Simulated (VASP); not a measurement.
A run of VASP 6.6.1:

The input INCAR:

```
PREC = Accurate
ENCUT = 600
EDIFF = 1E-6
ISMEAR = 0
SIGMA = 0.1
LREAL = F
LASPH = T
NELM = 100
ALGO = Normal
ISIF = 3
LWAVE = F
LCHARG = F
GGA = PS
IBRION = 2
NSW = 100
EDIFFG = -0.005
```

File KPOINTS:

```
regular mesh
0
Gamma
  14 14 14
```

Contents of POSCAR:

```
Si2Ni
1.0
    0.0000000000      2.6975000000      2.6975000000
    2.6975000000      0.0000000000      2.6975000000
    2.6975000000      2.6975000000      0.0000000000
Si Ni
2 1
Direct
    0.2500000000      0.2500000000      0.2500000000
    0.7500000000      0.7500000000      0.7500000000
    0.0000000000      0.0000000000      0.0000000000
```

Potentials or basis: VASP PAW PBE potentials, release 64 (Si, Ni).

Run with:

```console
$ cat potpaw_PBE.64/Si/POTCAR potpaw_PBE.64/Ni/POTCAR > POTCAR
$ mpirun -np 1 vasp_std > vasp.out
```

Hardware: 1 thread of AMD EPYC 7R13, with other jobs on the host.

Problem. How long does it take, and how much memory?

Solution. Run time: 3.2 min on 1 thread of AMD EPYC 7R13, on a shared host, peak memory 0.19 GiB. Counts: scf iterations 27, k points 104, ion steps 3.
